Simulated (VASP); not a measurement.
A run of VASP 6.6.1 is set up as follows.

Contents of INCAR:

```
SYSTEM = GaSb
PREC = Accurate ; ENCUT = 520
EDIFF = 1E-6 ; ISMEAR = 0
SIGMA = 0.1 ; LREAL = .FALSE.
LASPH = .TRUE. ; NELM = 60
ALGO = Normal ; ISIF = 2
LWAVE = .FALSE. ; LCHARG = .FALSE.
GGA = PS ; NBANDS = 16
```

Contents of KPOINTS:

```
Automatic mesh
0
G
  12 12 12
  0 0 0
```

POSCAR

```
GaSb
1.0
    0.0000000000      3.1851225700      3.1851225700
    3.1851225700      0.0000000000      3.1851225700
    3.1851225700      3.1851225700      0.0000000000
Ga Sb
1 1
Direct
    0.0000000000      0.0000000000      0.0000000000
    0.7500000000      0.7500000000      0.7500000000
```

Potentials or basis: VASP PAW PBE potentials, release 64 (Ga_d, Sb).

Command:

```sh
$ cat potpaw_PBE.64/Ga_d/POTCAR potpaw_PBE.64/Sb/POTCAR > POTCAR
$ mpirun -np 1 vasp_std > vasp.out
```

**Question.** Estimate the band gap on the k mesh.

**Answer.** Zero (filled and empty bands touch).

**Question.** What does it give for the pressure?

**Answer.** -4.7 GPa.

Caveat: the cell differs from its parent crystal (strained); the PAW data sets were made with another functional, which shifts forces and pressure a little; spin-orbit coupling is left out, which moves the levels of the heavy elements.
